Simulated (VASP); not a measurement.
Write the native input for VASP 6.6.1 that does the following.

```yaml
Task: relaxation of cell and atoms
Functional: r2SCAN
Potentials_or_basis: VASP PAW PBE potentials, release 64 (Au)
Cutoff: 600 eV
k_mesh: 11 × 11 × 11
Occupations: fermi-dirac, width 0.05 eV
Spin: no spin polarisation
Dipole_correction: no
Further_INCAR_settings: ALGO = Normal; EDIFF = 1e-06; IBRION = 2; EDIFFG = -0.01; NSW = 60; ISIF = 3
```

Au:

```
Au
1.0
    -1.65727    1.65727    1.65727
     1.65727   -1.65727    1.65727
     1.65727    1.65727   -1.65727
Au
1
Direct
  0.00000 0.00000 0.00000
```

The input as run:

POSCAR

```
Au
1.0
   -1.6572690000      1.6572690000      1.6572690000
    1.6572690000     -1.6572690000      1.6572690000
    1.6572690000      1.6572690000     -1.6572690000
Au
1
Direct
    0.0000000000      0.0000000000      0.0000000000
```

INCAR.step1

```
SYSTEM = Au
PREC = Accurate ; ENCUT = 600
ISMEAR = -1 ; SIGMA = 0.05
LREAL = .False. ; LASPH = .True.
NELM = 100 ; GGA = PE
ALGO = Normal ; EDIFF = 1E-4
LWAVE = .True. ; LCHARG = .False.
```

INCAR.step2

```
SYSTEM = Au
PREC = Accurate ; ENCUT = 600
EDIFF = 1E-6 ; ISMEAR = -1
SIGMA = 0.05 ; LREAL = .False.
LASPH = .True. ; NELM = 100
ALGO = Normal ; ISIF = 3
LWAVE = .False. ; LCHARG = .False.
METAGGA = R2SCAN ; LMIXTAU = .True.
IBRION = 2 ; NSW = 60
EDIFFG = -0.01 ; ISTART = 1
```

KPOINTS

```
regular mesh
0
Gamma
  11 11 11
  0 0 0
```

Potentials or basis: VASP PAW PBE potentials, release 64 (Au).

Command:

```sh
$ cat potpaw_PBE.64/Au/POTCAR > POTCAR
$ cp INCAR.step1 INCAR
$ mpirun -np 1 vasp_std > vasp.out
$ cp INCAR.step2 INCAR
$ mpirun -np 1 vasp_std > vasp.out
```

Results of the run:

```
Relaxed volume                         : 17.71 Å³/atom
Relaxed cell                           : a = 2.844 Å, b = 2.844 Å, c = 2.844 Å, α = 109.47°, β = 109.47°, γ = 109.47°
Space group after relaxing (to 0.05 Å) : Im-3m (No. 229)
Energy gained by relaxing              : 6.2 meV/atom
Ionic steps                            : 3
Pressure after relaxing                : 0.0 GPa
```

Caveat: the PAW data sets were made with another functional, which shifts forces and pressure a little.

Wall time 3.5 min on 1 thread of AMD EPYC 7R43 64-Core Processor (Zen 3), on a shared host, peak memory 0.13 GiB.
